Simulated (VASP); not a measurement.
# AlN in VASP: notebook

Aim: see how the results for AlN move with the level of theory and the settings. Levels: PBE, HSE06. Tasks: single point.

All numbers are computed with VASP 6.6.1; they aren't measurements. Logs are shortened: lines on timing, memory, paths and dates and some standing lists are left out, and cuts for length are marked.

### 1 The cell of the first run

Symmetry: P6_3mc, No. 186, hexagonal system. The conventional cell has a = 3.130 Å, b = 3.130 Å, c = 5.017 Å, α = 90.00°, β = 90.00°, γ = 120.00°. Al (site symmetry 3m) has 4 N at 1.90 to 1.91 Å within 2.5 Å. Within 2.5 Å of N (site symmetry 3m) lie 4 Al at 1.90 to 1.91 Å.

### 2 Single point, PBE

INCAR reads:

```
SYSTEM = AlN
  ALGO = Normal
  EDIFF = 1E-6
  ENCUT = 700
  GGA = PE
  GGA_COMPAT = .False.
  ISIF = 2
  ISMEAR = -1
  ISYM = -1
  LASPH = .True.
  LCHARG = .True.
  LELF = .True.
  LREAL = Auto
  LVHAR = .True.
  LWAVE = .False.
  NBANDS = 86
  NELM = 120
  PREC = Accurate
  SIGMA = 0.01
```

KPOINTS reads:

```
explicit points
1
Reciprocal
  0.25000000   0.25000000   0.25000000 1
```

POSCAR reads:

```
AlN
1.0
    6.2595139326      0.0000000578      0.0000000000
   -3.1297570163      5.4208980521      0.0000000000
    0.0000000000      0.0000000000     10.0348065068
Al N
16 16
Direct
    0.3333333334      0.1666666666      0.2496176868
    0.1666666666      0.3333333334      0.4996176868
    0.3333333334      0.1666666666      0.7496176868
    0.1666666666      0.3333333334      0.9996176868
    0.3333333334      0.6666666666      0.2496176868
    0.1666666666      0.8333333333      0.4996176868
    0.3333333334      0.6666666666      0.7496176868
    0.1666666666      0.8333333333      0.9996176868
    0.8333333333      0.1666666666      0.2496176868
    0.6666666666      0.3333333334      0.4996176868
    0.8333333333      0.1666666666      0.7496176868
    0.6666666666      0.3333333334      0.9996176868
    0.8333333333      0.6666666666      0.2496176868
    0.6666666666      0.8333333333      0.4996176868
    0.8333333333      0.6666666666      0.7496176868
    0.6666666666      0.8333333333      0.9996176868
    0.3333333334      0.1666666666      0.4403823132
    0.1666666666      0.3333333334      0.1903823132
    0.3333333334      0.1666666666      0.9403823132
    0.1666666666      0.3333333334      0.6903823132
    0.3333333334      0.6666666666      0.4403823132
    0.1666666666      0.8333333333      0.1903823132
    0.3333333334      0.6666666666      0.9403823132
    0.1666666666      0.8333333333      0.6903823132
    0.8333333333      0.1666666666      0.4403823132
    0.6666666666      0.3333333334      0.1903823132
    0.8333333333      0.1666666666      0.9403823132
    0.6666666666      0.3333333334      0.6903823132
    0.8333333333      0.6666666666      0.4403823132
    0.6666666666      0.8333333333      0.1903823132
    0.8333333333      0.6666666666      0.9403823132
    0.6666666666      0.8333333333      0.6903823132
```

Potentials or basis: VASP PAW PBE potentials, release 64 (Al, N).

Run with:

```console
$ cat potpaw_PBE.64/Al/POTCAR potpaw_PBE.64/N/POTCAR > POTCAR
$ mpirun -np 1 vasp_std > vasp.out
```

OUTCAR:

```text
SYSTEM = AlN
   EDIFF = 1E-6
   ENCUT = 700
   GGA = PE
   ISIF = 2
   ISMEAR = -1
   ISYM = -1
   LASPH = .True.
   LREAL = Auto
   NELM = 120
   PREC = Accurate

 ion  position               nearest neighbor table
   1  0.333  0.167  0.250-  26 1.90  22 1.90  18 1.90  17 1.91  10 3.09  12 3.09   6 3.09   8 3.09
                             2 3.09   4 3.09   9 3.13  13 3.13   5 3.13   5 3.13  13 3.13   9 3.13
   2  0.167  0.333  0.500-  21 1.90  25 1.90  17 1.90  20 1.91   5 3.09   7 3.09   9 3.09  11 3.09
                             1 3.09   3 3.09   6 3.13  14 3.13  10 3.13  10 3.13  14 3.13   6 3.13
   3  0.333  0.167  0.750-  28 1.90  24 1.90  20 1.90  19 1.91  10 3.09  12 3.09   6 3.09   8 3.09
                             2 3.09   4 3.09  11 3.13  15 3.13   7 3.13   7 3.13  15 3.13  11 3.13
   4  0.167  0.333  1.000-  23 1.90  27 1.90  19 1.90  18 1.91   5 3.09   7 3.09   9 3.09  11 3.09
                             1 3.09   3 3.09   8 3.13  16 3.13  12 3.13  12 3.13  16 3.13   8 3.13
   5  0.333  0.667  0.250-  18 1.90  30 1.90  22 1.90  21 1.91   2 3.09   4 3.09  14 3.09  16 3.09
                             6 3.09   8 3.09  13 3.13   9 3.13   1 3.13   1 3.13   9 3.13  13 3.13
   6  0.167  0.833  0.500-  17 1.90  29 1.90  21 1.90  24 1.91   1 3.09   3 3.09  13 3.09  15 3.09
                             5 3.09   7 3.09   2 3.13  10 3.13  14 3.13  14 3.13  10 3.13   2 3.13
   7  0.333  0.667  0.750-  20 1.90  32 1.90  24 1.90  23 1.91   2 3.09   4 3.09  14 3.09  16 3.09
                             6 3.09   8 3.09  15 3.13  11 3.13   3 3.13   3 3.13  11 3.13  15 3.13
   8  0.167  0.833  1.000-  19 1.90  31 1.90  23 1.90  22 1.91   1 3.09   3 3.09  13 3.09  15 3.09
                             5 3.09   7 3.09   4 3.13  12 3.13  16 3.13  16 3.13  12 3.13   4 3.13
   9  0.833  0.167  0.250-  30 1.90  18 1.90  26 1.90  25 1.91  14 3.09  16 3.09   2 3.09   4 3.09
                            10 3.09  12 3.09   1 3.13   5 3.13  13 3.13  13 3.13   5 3.13   1 3.13
  10  0.667  0.333  0.500-  29 1.90  17 1.90  25 1.90  28 1.91  13 3.09  15 3.09   1 3.09   3 3.09
                             9 3.09  11 3.09  14 3.13   6 3.13   2 3.13   2 3.13   6 3.13  14 3.13
  11  0.833  0.167  0.750-  32 1.90  20 1.90  28 1.90  27 1.91  14 3.09  16 3.09   2 3.09   4 3.09
                            10 3.09  12 3.09   3 3.13   7 3.13  15 3.13  15 3.13   7 3.13   3 3.13
  12  0.667  0.333  1.000-  31 1.90  19 1.90  27 1.90  26 1.91  13 3.09  15 3.09   1 3.09   3 3.09
                             9 3.09  11 3.09  16 3.13   8 3.13   4 3.13   4 3.13   8 3.13  16 3.13
  13  0.833  0.667  0.250-  26 1.90  22 1.90  30 1.90  29 1.91  10 3.09  12 3.09   6 3.09   8 3.09
                            14 3.09  16 3.09   5 3.13   1 3.13   9 3.13   9 3.13   1 3.13   5 3.13
  14  0.667  0.833  0.500-  21 1.90  25 1.90  29 1.90  32 1.91   5 3.09   7 3.09   9 3.09  11 3.09
                            13 3.09  15 3.09  10 3.13   2 3.13   6 3.13   6 3.13   2 3.13  10 3.13
  15  0.833  0.667  0.750-  28 1.90  24 1.90  32 1.90  31 1.91  10 3.09  12 3.09   6 3.09   8 3.09
                            14 3.09  16 3.09   7 3.13   3 3.13  11 3.13  11 3.13   3 3.13   7 3.13
  16  0.667  0.833  1.000-  23 1.90  27 1.90  31 1.90  30 1.91   5 3.09   7 3.09   9 3.09  11 3.09
                            13 3.09  15 3.09  12 3.13   4 3.13   8 3.13   8 3.13   4 3.13  12 3.13
  17  0.333  0.167  0.440-  10 1.90   6 1.90   2 1.90   1 1.91
  18  0.167  0.333  0.190-   5 1.90   9 1.90   1 1.90   4 1.91
  19  0.333  0.167  0.940-  12 1.90   8 1.90   4 1.90   3 1.91
  20  0.167  0.333  0.690-   7 1.90  11 1.90   3 1.90   2 1.91
  21  0.333  0.667  0.440-   2 1.90  14 1.90   6 1.90   5 1.91
  22  0.167  0.833  0.190-   1 1.90  13 1.90   5 1.90   8 1.91
[... 8 lines left out ...]
  31  0.833  0.667  0.940-  12 1.90   8 1.90  16 1.90  15 1.91
  32  0.667  0.833  0.690-   7 1.90  11 1.90  15 1.90  14 1.91

IMPORTANT INFORMATION: All symmetrisations will be switched off!
NOSYMM: (Re-)initialisation of all symmetry stuff for point group C_1.

----------------------------------------------------------------------------------------

                                     Primitive cell

  volume of cell :     340.5029

  direct lattice vectors                    reciprocal lattice vectors
     6.259513933  0.000000058  0.000000000     0.159756813  0.092235641  0.000000000
    -3.129757016  5.420898052  0.000000000    -0.000000002  0.184471279  0.000000000
     0.000000000  0.000000000 10.034806507     0.000000000  0.000000000  0.099653142

  length of vectors
     6.259513933  6.259513933 10.034806507     0.184471279  0.184471279  0.099653142

  position of ions in fractional coordinates (direct lattice)
     0.333333333  0.166666667  0.249617687
     0.166666667  0.333333333  0.499617687
     0.333333333  0.166666667  0.749617687
     0.166666667  0.333333333  0.999617687
     0.333333333  0.666666667  0.249617687
     0.166666667  0.833333333  0.499617687
[... 24 lines left out ...]
     0.833333333  0.666666667  0.940382313
     0.666666667  0.833333333  0.690382313

  ion indices of the primitive-cell ions
   primitive index   ion index
                 1           1
                 2           2
                 3           3
                 4           4
                 5           5
                 6           6
[... 24 lines left out ...]
                31          31
                32          32

----------------------------------------------------------------------------------------

 KPOINTS: explicit points

Read explicit list of k-points.

 Found      1 k-points:

 Following reciprocal coordinates:
            Coordinates               Weight
  0.250000  0.250000  0.250000      1.000000
   k-points           NKPTS =      1   k-points in BZ     NKDIM =      1   number of bands    NBANDS=     86
   number of dos      NEDOS =    301   number of ions     NIONS =     32
   total plane-waves  NPLWV = 262440
   dimension x,y,z NGX =    54 NGY =   54 NGZ =   90
   dimension x,y,z NGXF=   108 NGYF=  108 NGZF=  180
   ions per type =              16  16
   NGX,Y,Z   is equivalent  to a cutoff of  14.34, 14.34, 14.91 a.u.
   NGXF,Y,Z  is equivalent  to a cutoff of  28.68, 28.68, 29.82 a.u.
 SYSTEM =  AlN
   PREC   = accura    normal or accurate (medium, high low for compatibility)
   ISTART =      0    job   : 0-new  1-cont  2-samecut
   ICHARG =      2    charge: 1-file 2-atom 10-const
   ISPIN  =      1    spin polarized calculation?
   LNONCOLLINEAR =      F non collinear calculations
   LSORBIT =      F    spin-orbit coupling
   LASPH  =      T    aspherical Exc in radial PAW
   ENCUT  =  700.0 eV  51.45 Ry    7.17 a.u.  13.50 13.50 21.65*2*pi/ulx,y,z
   NELM   =    120;   NELMIN=  2; NELMDL= -5     # of ELM steps
   EDIFF  = 0.1E-05   stopping-criterion for ELM
   LREAL  =      T    real-space projection
   EDIFFG = 0.1E-04   stopping-criterion for IOM
   NSW    =      0    number of steps for IOM
   IBRION =     -1    ionic relax: 0-MD 1-quasi-New 2-CG
   NFREE  =      0    steps in history (QN), initial steepest desc. (CG)
   ISIF   =      2    stress and relaxation
   ISYM   =     -1    0-nonsym 1-usesym 2-fastsym
   POTIM  = 0.5000    time-step for ionic-motion
   TEBEG  =    0.0;   TEEND  =   0.0 temperature during run
   PSTRESS=    0.0 pullay stress
   NELECT =     128.0000    total number of electrons
   NUPDOWN=      -1.0000    fix difference up-down
   EMIN   =  10.00;   EMAX   =-10.00  energy-range for DOS
   EFERMI =   0.00;   METHOD = LEGACY
   ISMEAR =    -1;   SIGMA  =   0.01  broadening in eV -4-tet -1-fermi 0-gaus
   EFERMI_NEDOS =   21; number of points for ismear=-14 and -15
   IALGO  =     38    algorithm
   IMIX   =      4    mixing-type and parameters
     AMIX     =   0.40;   BMIX     =  1.00
     AMIX_MAG =   1.60;   BMIX_MAG =  1.00
  volume/ion in A,a.u.               =      10.64        71.81
  Fermi-wavevector in a.u.,A,eV,Ry     =   1.181511  2.232733 18.993310  1.395969
  Thomas-Fermi vector in A             =   2.317783
   LORBIT       =      0    0 simple, 1 ext, 2 COOP (PROOUT), +10 PAW based schemes
   GGA     = PE    functional components
   LHFCALC =     F    Hartree Fock is set to
   AEXX    =    0.0000 exact exchange contribution
   IVDW    =     0    specifies the selected vdW correction
   LEPSILON=     F    determine dielectric tensor
   LRPA    =     F    only Hartree local field effects (RPA)
 non-spin polarized calculation
  energy-cutoff  :      700.00
  volume of cell :      340.50
 maximum number of plane-waves:     14310
 NGX is ok and might be reduce to    54
   NGX = 27   NGY = 27   NGZ = 43

 number of electron     128.0000012 magnetization

 Free energy of the ion-electron system (eV)
  ---------------------------------------------------
  ext. energy  EPLUGINS =         0.00000000
  ---------------------------------------------------
  free energy    TOTEN  =      -241.40605502 eV

  energy without entropy =     -241.40605502  energy(sigma->0) =     -241.40605502

 E-fermi :   5.8152     XC(G=0): -10.8434

 val. band max:        5.5733467278   @ k =   0.2500   0.2500   0.2500
 cond. band min:      11.3324478460   @ k =   0.2500   0.2500   0.2500
 fundamental gap:      5.7591011182
 Fermi energy:         5.8151751881

 k-point     1 :       0.2500    0.2500    0.2500
  band No.  band energies     occupation
      1      -8.5418      2.00000
      2      -8.1371      2.00000
      3      -7.9112      2.00000
      4      -7.9112      2.00000
      5      -7.5758      2.00000
      6      -7.5758      2.00000
[... 68 lines left out ...]
     75      12.9920      0.00000
     76      12.9921      0.00000
 [bands above 76 left out]

------------------------ aborting loop because EDIFF is reached ----------------------------------------

  FORCE on cell =-STRESS in cart. coord.  units (eV):
  Direction    XX          YY          ZZ          XY          YZ          ZX
  --------------------------------------------------------------------------------------
  -------------------------------------------------------------------------------------
  Total       -0.1735136     -8.1573888      3.5060418     -6.9142232      0.2674978      0.1548154
  in kB       -0.8164380    -38.3831742     16.4970702    -32.5336748      1.2586646      0.7284571
  external PRESSURE =      -7.5675140 kB  Pullay stress =       0.0000000 kB

 VOLUME and BASIS-vectors are now :
 -----------------------------------------------------------------------------
  energy-cutoff  :      700.00
  volume of cell :      340.50
      direct lattice vectors                 reciprocal lattice vectors
     6.259513933  0.000000058  0.000000000     0.159756813  0.092235641  0.000000000
    -3.129757016  5.420898052  0.000000000    -0.000000002  0.184471279  0.000000000
     0.000000000  0.000000000 10.034806507     0.000000000  0.000000000  0.099653142

 POSITION                                       TOTAL-FORCE (eV/Angst)
 -----------------------------------------------------------------------------------
      1.56488      0.90348      2.50487        -0.118112      0.070007      0.103003
     -0.00000      1.80697      5.01357         0.119700     -0.067332      0.109461
      1.56488      0.90348      7.52227        -0.118151      0.069963      0.102986
     -0.00000      1.80697     10.03097         0.119675     -0.067338      0.109403
     -0.00000      3.61393      2.50487        -0.118101      0.069996      0.102947
     -1.56488      4.51742      5.01357         0.119629     -0.067285      0.109450
[... 24 lines left out ...]
      3.12976      3.61393      9.43655        -0.179827      0.102022     -0.104855
      1.56488      4.51742      6.92785         0.178252     -0.104720     -0.107525
 -----------------------------------------------------------------------------------
    total drift:                                0.000302     -0.000189      0.055130

  FREE ENERGIE OF THE ION-ELECTRON SYSTEM (eV)
  ---------------------------------------------------
  free  energy   TOTEN  =      -241.4060550183 eV

  energy  without entropy=     -241.4060550182  energy(sigma->0) =     -241.40605502
```

Run time: 3.4 min. Hardware: 1 thread of Intel Xeon 8259CL, shared host; peak memory 0.52 GiB.

Results:

| Quantity | Value |
| --- | --- |
| Free energy | -241.4061 eV |
| Pressure | -0.8 GPa |
| Largest force | 0.233 eV/Å |
| Band gap on the k mesh | 5.76 eV |

Forces on the atoms (eV/Å):
```
Al  -0.118  0.070  0.103
Al   0.120 -0.067  0.109
Al  -0.118  0.070  0.103
Al   0.120 -0.067  0.109
Al  -0.118  0.070  0.103
Al   0.120 -0.067  0.109
Al  -0.118  0.070  0.103
Al   0.120 -0.067  0.109
Al  -0.118  0.070  0.103
Al   0.120 -0.067  0.109
Al  -0.118  0.070  0.103
Al   0.120 -0.067  0.109
Al  -0.118  0.070  0.103
Al   0.120 -0.067  0.109
Al  -0.118  0.070  0.103
Al   0.120 -0.067  0.109
N   -0.180  0.102 -0.105
N    0.178 -0.105 -0.108
N   -0.180  0.102 -0.105
N    0.178 -0.105 -0.108
N   -0.180  0.102 -0.105
N    0.178 -0.105 -0.108
N   -0.180  0.102 -0.105
N    0.178 -0.105 -0.108
N   -0.180  0.102 -0.105
N    0.178 -0.105 -0.108
N   -0.180  0.102 -0.105
N    0.178 -0.105 -0.108
N   -0.180  0.102 -0.105
N    0.178 -0.105 -0.108
N   -0.180  0.102 -0.105
N    0.178 -0.105 -0.108
```

Stress tensor (GPa, compression positive):
```
-0.08 -3.25  0.07
-3.25 -3.84  0.13
 0.07  0.13  1.65
```

Caveat: the stress differs along the axes, from -4 to 2 GPa; a shifted mesh leaves out Γ, where band edges can lie.

[end of part 1 of 2]
